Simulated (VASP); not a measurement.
Wanted: the native input for a VASP 6.6.1 run.

```yaml
Task: single point
Functional: PBE
Potentials_or_basis: VASP PAW PBE potentials, release 64 (Si, Pb_d, S)
Cutoff: 520 eV
k_mesh: 4 × 4 × 4
Occupations: gaussian, width 0.1 eV
Spin: no spin polarisation
Dipole_correction: no
Further_INCAR_settings: ALGO = Normal; EDIFF = 1e-06; NBANDS = 26
```

The structure of SiPbS3 lies in POSCAR:

```
SiPbS3
1.0
    4.7189807600      0.0000000000      0.0000000000
    0.0000000000      4.7189807600      0.0000000000
    0.0000000000      0.0000000000      4.7189807600
Si Pb S
1 1 3
Direct
    0.5000000000      0.5000000000      0.5000000000
    0.0000000000      0.0000000000      0.0000000000
    0.0000000000      0.5000000000      0.5000000000
    0.5000000000      0.5000000000      0.0000000000
    0.5000000000      0.0000000000      0.5000000000
```

These files were run (other wordings do the same):

INCAR

```
PREC = Accurate
ENCUT = 520
EDIFF = 1E-6
ISMEAR = 0
SIGMA = 0.1
LREAL = False
LASPH = True
NELM = 100
ALGO = Normal
ISIF = 2
LWAVE = False
LCHARG = True
GGA = PE
LELF = True
LVHAR = True
NBANDS = 26
```

KPOINTS

```
regular mesh
0
Gamma
  4 4 4
```

Potentials or basis: VASP PAW PBE potentials, release 64 (Si, Pb_d, S).

Run with:

```sh
$ cat potpaw_PBE.64/Si/POTCAR potpaw_PBE.64/Pb_d/POTCAR potpaw_PBE.64/S/POTCAR > POTCAR
$ mpirun -np 1 vasp_std > vasp.out
```

It gave:

```
Pressure               : -3.2 GPa
Band gap on the k mesh : zero (band 18 reaches 6.14 eV, above the bottom of band 19 at 4.67 eV)
```

Caveat: spin-orbit coupling is left out, which moves the levels of the heavy elements.

Run time: 39 s on 1 thread of AMD EPYC 7R43 64-Core Processor (Zen 3) (shared host), peak memory 0.16 GiB.
